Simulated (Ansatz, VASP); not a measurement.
# One calculation of MgO, two programs

```
Mg O
1.0
     0.00000    2.13270    2.13270
     2.13270    0.00000    2.13270
     2.13270    2.13270    0.00000
Mg O
1 1
Direct
  0.00000 0.00000 0.00000
  0.50000 0.50000 0.50000
```

Alike in both runs: task single point; functional PBEsol; k mesh 6 × 6 × 6; no spin polarisation.

|  | VASP | Ansatz |
| --- | --- | --- |
| version | VASP 6.6.1 | Ansatz 0.2 development build |
| potentials or method | VASP PAW PBE potentials, release 64 (Mg, O), cutoff 520 eV | all-electron full-potential LAPW, scalar-relativistic |
| occupations | gaussian, width 0.01 eV | fixed |

|  | VASP | Ansatz | Ansatz less VASP |
| --- | --- | --- | --- |
| gap on the k mesh at the Fermi level (eV) | 4.28 | 4.28 | +0.003 |
| pressure (GPa) | -5.9 | -5.2 | +0.63 |

VASP's potentials were made for PBE, not for PBEsol. Ansatz ran all-electron here, and VASP with PAW potentials.

The k mesh is coarse, so the values compare programs but aren't converged.
